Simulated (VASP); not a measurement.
# Ti (I4/mmm) in VASP: notebook

Runs on Ti. Level: PBEsol. Tasks: single point.

Everything below comes from runs of VASP 6.6.1. Logs are shortened: lines on timing, memory, paths and dates and some standing lists are left out, and cuts for length are marked.

**1. The cell of the first run**

Symmetry: I4/mmm, No. 139, tetragonal system. The conventional cell has a = 3.290 Å, b = 3.290 Å, c = 3.371 Å, α = 90.00°, β = 90.00°, γ = 90.00°. Ti (site symmetry 4/mmm) has 14 Ti at 2.87 to 3.37 Å within 3.8 Å.

**2. Single point, PBEsol (strain +0.025 along x and y, +0.050 along z)**

Contents of INCAR:

```
SYSTEM = Ti
ALGO = Fast
EDIFF = 1E-7
ENCUT = 520
GGA = PS
ISIF = 2
ISMEAR = 0
LASPH = .True.
LCHARG = .False.
LREAL = .False.
LWAVE = .False.
NBANDS = 12
NELM = 60
PREC = Accurate
SIGMA = 0.15
```

Contents of KPOINTS:

```
k-points
0
Gamma
  26 26 26
  0 0 0
```

Contents of POSCAR:

```
Ti
1.0
   -1.6452439646      1.6452439646      1.6853718662
    1.6452439646     -1.6452439646      1.6853718662
    1.6452439646      1.6452439646     -1.6853718662
Ti
1
Direct
    0.0000000000      0.0000000000      0.0000000000
```

Potentials or basis: VASP PAW PBE potentials, release 64 (Ti_sv).

On the command line:

```console
> cat potpaw_PBE.64/Ti_sv/POTCAR > POTCAR
> mpirun -np 1 vasp_std > vasp.out
```

OUTCAR:

```text
SYSTEM = Ti
   EDIFF = 1E-7
   ENCUT = 520
   GGA = PS
   ISIF = 2
   ISMEAR = 0
   LASPH = .True.
   LREAL = .False.
   NELM = 60
   PREC = Accurate

 ion  position               nearest neighbor table
   1  0.000  0.000  0.000-

  LATTYP: Found a body centered tetragonal cell.
 ALAT       =     3.2904879292
 C/A-ratio  =     1.0243902439

  Lattice vectors:

 A1 = (  -1.6452439646,   1.6452439646,   1.6853718662)
 A2 = (   1.6452439646,  -1.6452439646,   1.6853718662)
 A3 = (   1.6452439646,   1.6452439646,  -1.6853718662)

Analysis of symmetry for initial positions (statically):
=====================================================================
 Subroutine PRICEL returns:
 Original cell was already a primitive cell.

 Routine SETGRP: Setting up the symmetry group for a
 body centered tetragonal supercell.

 Subroutine GETGRP returns: Found 16 space group operations
 (whereof 16 operations were pure point group operations)
 out of a pool of 16 trial point group operations.

The static configuration has the point symmetry D_4h.

Analysis of symmetry for dynamics (positions and initial velocities):
=====================================================================
 Subroutine PRICEL returns:
 Original cell was already a primitive cell.

 Routine SETGRP: Setting up the symmetry group for a
 body centered tetragonal supercell.

 Subroutine GETGRP returns: Found 16 space group operations
 (whereof 16 operations were pure point group operations)
 out of a pool of 16 trial point group operations.

The dynamic configuration has the point symmetry D_4h.

 Subroutine INISYM returns: Found 16 space group operations
 (whereof 16 operations are pure point group operations),
 and found     1 'primitive' translations

----------------------------------------------------------------------------------------

                                     Primitive cell

  volume of cell :      18.2480

  direct lattice vectors                    reciprocal lattice vectors
    -1.645243965  1.645243965  1.685371866     0.000000000  0.303906296  0.296670432
     1.645243965 -1.645243965  1.685371866     0.303906296  0.000000000  0.296670432
     1.645243965  1.645243965 -1.685371866     0.303906296  0.303906296  0.000000000

  length of vectors
     2.873000824  2.873000824  2.873000824     0.424702699  0.424702699  0.429788406

  position of ions in fractional coordinates (direct lattice)
     0.000000000  0.000000000  0.000000000

[... 83 lines left out ...]
   POTIM  = 0.5000    time-step for ionic-motion
   TEBEG  =    0.0;   TEEND  =   0.0 temperature during run
   PSTRESS=    0.0 pullay stress
   NELECT =      12.0000    total number of electrons
   NUPDOWN=      -1.0000    fix difference up-down
   EMIN   =  10.00;   EMAX   =-10.00  energy-range for DOS
   EFERMI =   0.00;   METHOD = LEGACY
   ISMEAR =     0;   SIGMA  =   0.15  broadening in eV -4-tet -1-fermi 0-gaus
   EFERMI_NEDOS =   21; number of points for ismear=-14 and -15
   IALGO  =     68    algorithm
   IMIX   =      4    mixing-type and parameters
     AMIX     =   0.40;   BMIX     =  1.00
     AMIX_MAG =   1.60;   BMIX_MAG =  1.00
  volume/ion in A,a.u.               =      18.25       123.14
  Fermi-wavevector in a.u.,A,eV,Ry     =   1.423628  2.690266 27.575147  2.026716
  Thomas-Fermi vector in A             =   2.544205
   LORBIT       =      0    0 simple, 1 ext, 2 COOP (PROOUT), +10 PAW based schemes
   GGA     = PS    functional components
   LHFCALC =     F    Hartree Fock is set to
   AEXX    =    0.0000 exact exchange contribution
   IVDW    =     0    specifies the selected vdW correction
   LEPSILON=     F    determine dielectric tensor
   LRPA    =     F    only Hartree local field effects (RPA)
 non-spin polarized calculation
 RMM-DIIS sequential band-by-band and
 Gauss-broadening in eV      SIGMA  =   0.15
  energy-cutoff  :      520.00
  volume of cell :       18.25
 maximum number of plane-waves:       504
 NGX is ok and might be reduce to    24
   NGX = 11   NGY = 11   NGZ = 11

 number of electron      12.0000003 magnetization

 Free energy of the ion-electron system (eV)
  ---------------------------------------------------
  ext. energy  EPLUGINS =         0.00000000
  ---------------------------------------------------
  free energy    TOTEN  =        -8.19347897 eV

  energy without entropy =       -8.16533316  energy(sigma->0) =       -8.17940607

 E-fermi :   7.4587     XC(G=0): -11.3983

 val. band max:        7.4586207112   @ k =   0.3462   0.1923  -0.0000
 cond. band min:       7.4589992746   @ k =  -0.2692   0.3077   0.1923
 fundamental gap:      0.0003785634
 Fermi energy:         7.4587086988

 k-point     1 :       0.0000    0.0000    0.0000
  band No.  band energies     occupation
      1     -48.9412      2.00000
      2     -24.9456      2.00000
      3     -24.9456      2.00000
      4     -24.9435      2.00000
      5       1.6151      2.00000
      6       8.3450      0.00000
      7       8.3450      0.00000
      8       8.5021      0.00000
      9       9.9653      0.00000
     10      10.1477      0.00000
     11      24.2611      0.00000
     12      24.6672      0.00000
[... 331 lines left out ...]
 k-point    24 :       0.3846    0.0385   -0.0000
  band No.  band energies     occupation
      1     -48.8418      2.00000
      2     -25.4739      2.00000
      3     -25.1127      2.00000
      4     -24.9479      2.00000
      5       4.9471      2.00000
      6       7.2654      1.93160
      7       7.9434      0.00000
      8       9.9382      0.00000
      9      10.3216      0.00000
     10      11.1600      0.00000
     11      16.6916      0.00000
     12      20.9763      0.00000

 [... further k-points ...]

------------------------ aborting loop because EDIFF is reached ----------------------------------------

  FORCE on cell =-STRESS in cart. coord.  units (eV):
  Direction    XX          YY          ZZ          XY          YZ          ZX
  --------------------------------------------------------------------------------------
  -------------------------------------------------------------------------------------
  Total       -1.1008353     -1.1008353     -1.0353921      0.0000000      0.0000000      0.0000000
  in kB      -96.6532789    -96.6532789    -90.9073700      0.0000000      0.0000000      0.0000000
  external PRESSURE =     -94.7379759 kB  Pullay stress =       0.0000000 kB

 VOLUME and BASIS-vectors are now :
 -----------------------------------------------------------------------------
  energy-cutoff  :      520.00
  volume of cell :       18.25
      direct lattice vectors                 reciprocal lattice vectors
    -1.645243965  1.645243965  1.685371866     0.000000000  0.303906296  0.296670432
     1.645243965 -1.645243965  1.685371866     0.303906296  0.000000000  0.296670432
     1.645243965  1.645243965 -1.685371866     0.303906296  0.303906296  0.000000000

 POSITION                                       TOTAL-FORCE (eV/Angst)
 -----------------------------------------------------------------------------------
      0.00000      0.00000      0.00000         0.000000      0.000000      0.000000
 -----------------------------------------------------------------------------------
    total drift:                                0.000000      0.000000     -0.000000

  FREE ENERGIE OF THE ION-ELECTRON SYSTEM (eV)
  ---------------------------------------------------
  free  energy   TOTEN  =        -8.1934789740 eV

  energy  without entropy=       -8.1653331634  energy(sigma->0) =       -8.17940607
```

OSZICAR:

```text
N       E                     dE             d eps       ncg     rms          rms(c)
DAV:   1     0.867092600596E+02    0.86709E+02   -0.65304E+03 32016   0.119E+03
DAV:   2    -0.505983758466E+01   -0.91769E+02   -0.89408E+02 32656   0.296E+02
DAV:   3    -0.938185171259E+01   -0.43220E+01   -0.42698E+01 44880   0.651E+01
[... 17 lines left out ...]
RMM:  21    -0.819347831850E+01   -0.49602E-06   -0.43268E-06 33126   0.803E-03    0.286E-04
RMM:  22    -0.819347855903E+01   -0.24054E-06   -0.22428E-06 29074   0.558E-03    0.313E-04
RMM:  23    -0.819347876421E+01   -0.20517E-06   -0.19123E-06 27183   0.429E-03    0.277E-04
RMM:  24    -0.819347887973E+01   -0.11552E-06   -0.97170E-07 26187   0.359E-03    0.589E-05
RMM:  25    -0.819347897399E+01   -0.94259E-07   -0.87689E-07 24197   0.297E-03
   1 F= -.81934790E+01 E0= -.81794061E+01  d E =-.281458E-01
```

stdout:

```text
POSCAR found type information on POSCAR Ti
 POSCAR found :  1 types and       1 ions
 scaLAPACK will be used
 -----------------------------------------------------------------------------
|                                                                             |
|                                                                             |
|     You enforced a specific xc type in the INCAR file but a different       |
[... 76 lines left out ...]
WARNING in EDDRMM: call to ZHEGV failed, returncode =   6  3      7
WARNING in EDDRMM: call to ZHEGV failed, returncode =   6  3      5
WARNING in EDDRMM: call to ZHEGV failed, returncode =   6  3      8
WARNING in EDDRMM: call to ZHEGV failed, returncode =   6  3      7
WARNING in EDDRMM: call to ZHEGV failed, returncode =   6  3      8
WARNING in EDDRMM: call to ZHEGV failed, returncode =   6  3      6
WARNING in EDDRMM: call to ZHEGV failed, returncode =   6  3      7
```

It took 6.7 min on 1 thread of Intel Xeon Platinum 8259CL at 2.50GHz (Skylake/Cascade Lake), shared host; peak memory 0.39 GiB.

Results:

```yaml
Free_energy: -8.1935 eV
Pressure: -9.5 GPa
Band_gap_on_the_k_mesh: zero (bands 6 and 7 overlap by 1.52 eV)
```

Caveat: the cell differs from its parent crystal (strain +0.025 along x and y, +0.050 along z); the cell stands under tension; the PAW data sets were made with another functional, which shifts forces and pressure a little.

**3. Single point, PBEsol (strain +0.050 along x and y, +0.025 along z)**

Contents of INCAR:

```
PREC = Accurate ; ENCUT = 520
EDIFF = 1E-6 ; ISMEAR = 0
SIGMA = 0.15 ; LREAL = False
LASPH = True ; NELM = 60
ALGO = Fast ; ISIF = 2
LWAVE = False ; LCHARG = True
GGA = PS ; LELF = True
LVHAR = True ; NBANDS = 12
```

Contents of KPOINTS:

```
regular mesh
0
Gamma
  26 26 26
```

Contents of POSCAR:

```
Ti
1.0
   -1.6853718662      1.6853718662      1.6452439646
    1.6853718662     -1.6853718662      1.6452439646
    1.6853718662      1.6853718662     -1.6452439646
Ti
1
Direct
    0.0000000000      0.0000000000      0.0000000000
```

Potentials or basis: VASP PAW PBE potentials, release 64 (Ti_sv).

On the command line:

```console
> cat potpaw_PBE.64/Ti_sv/POTCAR > POTCAR
> mpirun -np 1 vasp_std > vasp.out
```

Wall time 7.3 min (1 thread of Intel Xeon Platinum 8259CL at 2.50GHz (Skylake/Cascade Lake), shared host); peak memory 0.4 GiB.

Results (log left out):

```yaml
Free_energy: -8.1648 eV
Pressure: -11.7 GPa
Band_gap_on_the_k_mesh: zero (bands 6 and 7 overlap by 1.51 eV)
```

Stress tensor (GPa, compression positive):
```
-11.46   0.00   0.00
  0.00 -11.46   0.00
  0.00   0.00 -12.18
```

Levels at points of the mesh, in eV from the Fermi level:
| k point | band 2 | band 3 | band 4 | band 5 | band 6 | band 7 | band 8 | band 9 | band 10 | band 11 |
| --- | --- | --- | --- | --- | --- | --- | --- | --- | --- | --- |
| (0.00, 0.00, 0.00) | -32.48 | -32.48 | -32.48 | -5.79 | 0.81 | 0.97 | 0.97 | 2.43 | 2.62 | 16.76 |
| (0.50, 0.00, 0.00) | -33.01 | -32.65 | -32.48 | -2.29 | -0.40 | 1.00 | 2.54 | 2.87 | 3.90 | 8.05 |
| (0.50, 0.50, 0.00) | -33.01 | -32.64 | -32.47 | -2.30 | -0.21 | 0.85 | 2.38 | 2.77 | 3.88 | 7.88 |
| (0.50, 0.50, 0.50) | -32.86 | -32.86 | -32.83 | -1.90 | -1.84 | 3.57 | 3.57 | 3.61 | 7.56 | 7.56 |

Caveat: the cell differs from its parent crystal (strain +0.050 along x and y, +0.025 along z); the cell stands under tension; the PAW data sets were made with another functional, which shifts forces and pressure a little.

**4. Single point, PBEsol (strain +0.000 along x and y, -0.050 along z)**

Contents of INCAR:

```
SYSTEM = Ti
ALGO = Fast
EDIFF = 1E-7
ENCUT = 520
GGA = PS
ISIF = 2
ISMEAR = 0
LASPH = .True.
LCHARG = .True.
LELF = .True.
LREAL = .False.
LVHAR = .True.
LWAVE = .False.
NBANDS = 12
NELM = 60
PREC = Accurate
SIGMA = 0.15
```

Contents of KPOINTS:

```
k-points
0
Gamma
  26 26 26
  0 0 0
```

Contents of POSCAR:

```
Ti
1.0
   -1.6051160630      1.6051160630      1.5248602598
    1.6051160630     -1.6051160630      1.5248602598
    1.6051160630      1.6051160630     -1.5248602598
Ti
1
Direct
    0.0000000000      0.0000000000      0.0000000000
```

On the command line:

```console
> cat potpaw_PBE.64/Ti_sv/POTCAR > POTCAR
> mpirun -np 1 vasp_std > vasp.out
```

Wall time 5.9 min (1 thread of Intel Xeon Platinum 8259CL at 2.50GHz (Skylake/Cascade Lake), shared host); peak memory 0.34 GiB.

Results (log left out):

```
Free energy            : -8.2352 eV
Pressure               : 6.0 GPa
Band gap on the k mesh : zero (bands 6 and 7 overlap by 1.76 eV)
```

Stress tensor (GPa, compression positive):
```
6.52 0.00 0.00
0.00 6.52 0.00
0.00 0.00 5.11
```

Levels at points of the mesh, in eV from the Fermi level:
| k point | band 3 | band 4 | band 5 | band 6 | band 7 | band 8 | band 9 | band 10 |
| --- | --- | --- | --- | --- | --- | --- | --- | --- |
| (0.00, 0.00, 0.00) | -31.93 | -31.93 | -6.16 | 0.79 | 1.22 | 1.22 | 2.78 | 3.29 |
| (0.50, 0.00, 0.00) | -32.23 | -31.96 | -2.73 | -0.69 | 1.63 | 3.10 | 3.66 | 4.85 |
| (0.50, 0.50, 0.00) | -32.20 | -31.92 | -2.71 | -0.18 | 1.23 | 2.74 | 3.33 | 4.80 |
| (0.50, 0.50, 0.50) | -32.59 | -32.50 | -2.55 | -2.40 | 4.40 | 4.40 | 4.51 | 8.70 |

Caveat: the cell differs from its parent crystal (strain +0.000 along x and y, -0.050 along z); the cell stands under pressure; the PAW data sets were made with another functional, which shifts forces and pressure a little.

**5. Overview**

```tsv
cell	further INCAR settings	gap on the mesh (eV)	pressure (GPa)
a = 2.873 Å, angles 110.1, 110.1, 108.2°, 1 atom	ALGO = Fast; EDIFF = 1e-07; NBANDS = 12	none	-9.5
a = 2.896 Å, angles 108.8, 108.8, 110.8°, 1 atom	ALGO = Fast; EDIFF = 1e-06; NBANDS = 12	none	-11.7
a = 2.735 Å, angles 108.1, 108.1, 112.2°, 1 atom	ALGO = Fast; EDIFF = 1e-07; NBANDS = 12	none	6.0
```

Alike in all rows: task single point; level PBEsol; potentials or basis VASP PAW PBE potentials, release 64 (Ti_sv); no spin polarisation; k mesh 26 × 26 × 26; cutoff (eV) 520; smearing gaussian 0.15 eV.

Caveats: the PAW data sets were made with another functional, which shifts forces and pressure a little; the cell stands under tension (at least some runs); the cell stands under pressure (at least some runs).

Total energies depend on the potentials used, so only differences within one code and one set of settings carry meaning.
